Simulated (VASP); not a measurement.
# CaSe (Fm-3m) in VASP: a series of runs

CaSe is run at these levels: r2SCAN; tasks: phonons.

All numbers are computed with VASP 6.6.1; they aren't measurements. Logs are shortened: lines on timing, memory, paths and dates and some standing lists are left out, and cuts for length are marked.

### Step 1. The cell of the first run

Symmetry: Fm-3m, No. 225, cubic system. The conventional cell has a = 5.804 Å, b = 5.804 Å, c = 5.804 Å, α = 90.00°, β = 90.00°, γ = 90.00°. Ca (site symmetry m-3m) has 6 Se at 2.90 Å within 3.8 Å. Se (site symmetry m-3m) has 6 Ca at 2.90 Å within 3.8 Å.

### Step 2. Phonons, r2SCAN

The input, INCAR:

```
PREC     = Accurate       # precision mode
ENCUT    = 520            # plane-wave cutoff, eV
EDIFF    = 1E-8           # SCF threshold, eV
ISMEAR   = 0              # smearing method
SIGMA    = 0.01           # smearing width, eV
LREAL    = F              # projectors in reciprocal space
LASPH    = T              # aspherical terms in the spheres
NELM     = 80             # most SCF steps
ALGO     = Normal         # electronic algorithm
ISIF     = 2              # what is computed and relaxed
LWAVE    = F              # write WAVECAR
LCHARG   = F              # write CHGCAR
METAGGA  = R2SCAN         # meta-GGA
LMIXTAU  = T            
NBANDS   = 15             # bands
IBRION   = 6              # ionic algorithm
NFREE    = 2            
POTIM    = 0.015          # step
NSW      = 1              # ionic steps
```

The input, KPOINTS:

```
regular mesh
0
Gamma
  8 8 8
```

The input, POSCAR:

```
CaSe
1.0
    2.9020242190      2.9020242190      0.0000000000
   -2.9020242190      2.9020242190      0.0000000000
    0.0000000000      2.9020242190      2.9020242190
Ca Se
1 1
Direct
    0.0000000000      0.0000000000      0.0000000000
    0.5000000000      0.5000000000      0.0000000000
```

Potentials or basis: VASP PAW PBE potentials, release 64 (Ca_sv, Se).

Command:

```bash
> cat potpaw_PBE.64/Ca_sv/POTCAR potpaw_PBE.64/Se/POTCAR > POTCAR
> mpirun -np 1 vasp_std > vasp.out
```

OUTCAR:

```text
PREC = Accurate
   ENCUT = 520
   EDIFF = 1E-8
   ISMEAR = 0
   LREAL = F
   LASPH = T
   NELM = 80
   ISIF = 2
   METAGGA = R2SCAN
   IBRION = 6
   NFREE = 2
   POTIM = 0.015
   NSW = 1

 ion  position               nearest neighbor table
   1  0.000  0.000  0.000-   2 2.90   2 2.90   2 2.90   2 2.90   2 2.90   2 2.90
   2  0.500  0.500  0.000-   1 2.90   1 2.90   1 2.90   1 2.90   1 2.90   1 2.90

  LATTYP: Found a face centered cubic cell.
 ALAT       =     5.8040484380

  Lattice vectors:

 A1 = (   0.0000000000,   2.9020242190,   2.9020242190)
 A2 = (   2.9020242190,   0.0000000000,   2.9020242190)
 A3 = (   2.9020242190,   2.9020242190,   0.0000000000)

Analysis of symmetry for initial positions (statically):
=====================================================================
 Subroutine PRICEL returns:
 Original cell was already a primitive cell.

 Routine SETGRP: Setting up the symmetry group for a
 face centered cubic supercell.

 Subroutine GETGRP returns: Found 48 space group operations
 (whereof 48 operations were pure point group operations)
 out of a pool of 48 trial point group operations.

The static configuration has the point symmetry O_h .

Analysis of symmetry for dynamics (positions and initial velocities):
=====================================================================
 Subroutine PRICEL returns:
 Original cell was already a primitive cell.

 Routine SETGRP: Setting up the symmetry group for a
 face centered cubic supercell.

 Subroutine GETGRP returns: Found 48 space group operations
 (whereof 48 operations were pure point group operations)
 out of a pool of 48 trial point group operations.

The dynamic configuration has the point symmetry O_h .

 Subroutine INISYM returns: Found 48 space group operations
 (whereof 48 operations are pure point group operations),
 and found     1 'primitive' translations

----------------------------------------------------------------------------------------

                                     Primitive cell

  volume of cell :      48.8802

  direct lattice vectors                    reciprocal lattice vectors
     2.902024219  2.902024219  0.000000000     0.172293531  0.172293531 -0.172293531
    -2.902024219  2.902024219  0.000000000    -0.172293531  0.172293531 -0.172293531
     0.000000000  2.902024219  2.902024219     0.000000000  0.000000000  0.344587062

  length of vectors
     4.104082009  4.104082009  4.104082009     0.298421150  0.298421150  0.344587062

  position of ions in fractional coordinates (direct lattice)
     0.000000000  0.000000000  0.000000000
     0.500000000  0.500000000  0.000000000

  ion indices of the primitive-cell ions
   primitive index   ion index
                 1           1
                 2           2

----------------------------------------------------------------------------------------

 KPOINTS: regular mesh

Automatic generation of k-mesh.
 Grid dimensions read from file:
 generate k-points for:    8    8    8

 Generating k-lattice:

  Cartesian coordinates                     Fractional coordinates (reciprocal lattice)
     0.021536691  0.021536691 -0.021536691     0.125000000  0.000000000  0.000000000
    -0.021536691  0.021536691 -0.021536691     0.000000000  0.125000000  0.000000000
     0.000000000  0.000000000  0.043073383     0.000000000  0.000000000  0.125000000

  Length of vectors
     0.037302644  0.037302644  0.043073383

  Shift w.r.t. Gamma in fractional coordinates (k-lattice)
     0.000000000  0.000000000  0.000000000

 Subroutine IBZKPT returns following result:
[... 55 lines left out ...]
   ISIF   =      2    stress and relaxation
   ISYM   =      2    0-nonsym 1-usesym 2-fastsym
   POTIM  = 0.0150    time-step for ionic-motion
   TEBEG  =    0.0;   TEEND  =   0.0 temperature during run
   PSTRESS=    0.0 pullay stress
   NELECT =      16.0000    total number of electrons
   NUPDOWN=      -1.0000    fix difference up-down
   EMIN   =  10.00;   EMAX   =-10.00  energy-range for DOS
   EFERMI =   0.00;   METHOD = LEGACY
   ISMEAR =     0;   SIGMA  =   0.01  broadening in eV -4-tet -1-fermi 0-gaus
   EFERMI_NEDOS =   21; number of points for ismear=-14 and -15
   IALGO  =     38    algorithm
   IMIX   =      4    mixing-type and parameters
     AMIX     =   0.40;   BMIX     =  1.00
     AMIX_MAG =   1.60;   BMIX_MAG =  1.00
  volume/ion in A,a.u.               =      24.44       164.93
  Fermi-wavevector in a.u.,A,eV,Ry     =   1.128246  2.132076 17.319386  1.272939
  Thomas-Fermi vector in A             =   2.264935
   LORBIT       =      0    0 simple, 1 ext, 2 COOP (PROOUT), +10 PAW based schemes
   METAGGA = R2SCAN    functional components
   LHFCALC =     F    Hartree Fock is set to
   AEXX    =    0.0000 exact exchange contribution
   IVDW    =     0    specifies the selected vdW correction
   LEPSILON=     F    determine dielectric tensor
   LRPA    =     F    only Hartree local field effects (RPA)
 finite differences with symmetry
 non-spin polarized calculation
 Gauss-broadening in eV      SIGMA  =   0.01
  energy-cutoff  :      520.00
  volume of cell :       48.88
 maximum number of plane-waves:      1363
   NGX = 15   NGY = 15   NGZ = 15

--------------------------------------- Ionic step        1  -------------------------------------------

 number of electron      16.0000002 magnetization

 Free energy of the ion-electron system (eV)
  ---------------------------------------------------
  ext. energy  EPLUGINS =         0.00000000
  ---------------------------------------------------
  free energy    TOTEN  =       -25.93289002 eV

  energy without entropy =      -25.93289002  energy(sigma->0) =      -25.93289002

------------------------ aborting loop because EDIFF is reached ----------------------------------------

  FORCE on cell =-STRESS in cart. coord.  units (eV):
  Direction    XX          YY          ZZ          XY          YZ          ZX
  --------------------------------------------------------------------------------------
  -------------------------------------------------------------------------------------
  Total        1.3113724      1.3113724      1.3113724      0.0000000     -0.0000000      0.0000000
  in kB       42.9836742     42.9836742     42.9836742      0.0000000     -0.0000000      0.0000000
  external PRESSURE =      42.9836742 kB  Pullay stress =       0.0000000 kB
[... 131 lines left out ...]
--------------------------------------- Ionic step        5  -------------------------------------------

 number of electron      16.0000002 magnetization

 Free energy of the ion-electron system (eV)
  ---------------------------------------------------
  ext. energy  EPLUGINS =         0.00000000
  ---------------------------------------------------
  free energy    TOTEN  =       -25.93240160 eV

  energy without entropy =      -25.93240160  energy(sigma->0) =      -25.93240160

 E-fermi :   2.6660     XC(G=0):  -9.8388

 val. band max:        2.5907527658   @ k =   0.0000   0.0000   0.0000
 cond. band min:       4.9356735815   @ k =   0.5000   0.5000   0.0000
 fundamental gap:      2.3449208157
 Fermi energy:         2.6660104107

 k-point     1 :       0.0000    0.0000    0.0000
  band No.  band energies     occupation
      1     -38.5318      2.00000
      2     -18.6550      2.00000
      3     -18.6550      2.00000
      4     -18.6549      2.00000
      5      -9.8155      2.00000
      6       2.5906      2.00000
      7       2.5907      2.00000
      8       2.5908      2.00000
      9       6.7875      0.00000
     10       6.7879      0.00000
     11       6.7879      0.00000
     12       7.0753      0.00000
     13       7.4414      0.00000
     14       7.4425      0.00000
[... 401 lines left out ...]
      2     -18.7785      2.00000
      3     -18.6964      2.00000
      4     -18.6757      2.00000
      5      -9.0000      2.00000
      6      -0.4259      2.00000
      7       0.8343      2.00000
      8       1.2383      2.00000
      9       7.6995      0.00000
     10       8.0062      0.00000
     11       9.0956      0.00000
     12       9.4765      0.00000
     13       9.8016      0.00000
     14      10.7130      0.00000
     15      12.3664      0.00000

 [... further k-points ...]
[... 5 lines left out ...]
  --------------------------------------------------------------------------------------
  -------------------------------------------------------------------------------------
  Total        1.3170488      1.3108124      1.3108124      0.0000000      0.0000000      0.0000000
  in kB       43.1697308     42.9653175     42.9653175      0.0000000      0.0000000      0.0000000
  external PRESSURE =      43.0334553 kB  Pullay stress =       0.0000000 kB
[... 17 lines left out ...]
  FREE ENERGIE OF THE ION-ELECTRON SYSTEM (eV)
  ---------------------------------------------------
  free  energy   TOTEN  =       -25.9324015956 eV

  energy  without entropy=      -25.9324015956  energy(sigma->0) =      -25.93240160

 INTERNAL STRAIN TENSORS FROM DISPLACED ATOMS
 ============================================

 INTERNAL STRAIN TENSOR FOR ION    1 for displacements in x,y,z  (eV/Angst):
          X           Y           Z          XY          YZ          ZX
  --------------------------------------------------------------------------------
  x     0.00000     0.00000     0.00000     0.00000     0.00000     0.00000
  y     0.00000     0.00000     0.00000     0.00000     0.00000     0.00000
  z     0.00000     0.00000     0.00000     0.00000     0.00000     0.00000

 INTERNAL STRAIN TENSOR FOR ION    2 for displacements in x,y,z  (eV/Angst):
          X           Y           Z          XY          YZ          ZX
  --------------------------------------------------------------------------------
  x     0.00000     0.00000     0.00000     0.00000     0.00000     0.00000
  y     0.00000     0.00000     0.00000     0.00000     0.00000     0.00000
  z     0.00000     0.00000     0.00000     0.00000     0.00000     0.00000

 Eigenvectors and eigenvalues of the dynamical matrix
 ----------------------------------------------------

   1 f  =    6.278515 THz    39.449073 2PiTHz  209.428717 cm-1    25.965840 meV
             X         Y         Z           dx          dy          dz
      0.000000  0.000000  0.000000     0.000000    0.814801    0.000000
      0.000000  2.902024  0.000000    -0.000000   -0.579741    0.000000
[... 21 lines left out ...]
   6 f/i=    0.003870 THz     0.024316 2PiTHz    0.129089 cm-1     0.016005 meV
             X         Y         Z           dx          dy          dz
      0.000000  0.000000  0.000000     0.557053   -0.139077   -0.080307
      0.000000  2.902024  0.000000     0.782914   -0.195467   -0.112868

 ELASTIC MODULI CONTR FROM IONIC RELAXATION (kBar)
 Direction    XX          YY          ZZ          XY          YZ          ZX
 --------------------------------------------------------------------------------
 XX           0.0000      0.0000      0.0000      0.0000      0.0000      0.0000
 YY           0.0000      0.0000      0.0000      0.0000      0.0000      0.0000
 ZZ           0.0000      0.0000      0.0000      0.0000      0.0000      0.0000
 XY           0.0000      0.0000      0.0000      0.0000      0.0000      0.0000
 YZ           0.0000      0.0000      0.0000      0.0000      0.0000      0.0000
 ZX           0.0000      0.0000      0.0000      0.0000      0.0000      0.0000
 --------------------------------------------------------------------------------
```

It took 7.2 min on 1 thread of Intel Xeon Platinum 8559C (Emerald Rapids), shared host; peak memory 0.23 GiB.

What came out:

```yaml
Highest_phonon_frequency_at_Γ_LO-TO_splitting_left_out: 209 cm⁻¹
```

Phonon frequencies in cm⁻¹ (negative: imaginary):
```csv
q point,frequencies
"(0.000, 0.000, 0.000)",0 0 0 209 209 209
```

Caveat: the cell stands under pressure or tension, which shifts response properties; the PAW data sets were made with another functional, which shifts forces and pressure a little.

[end of part 1 of 2]
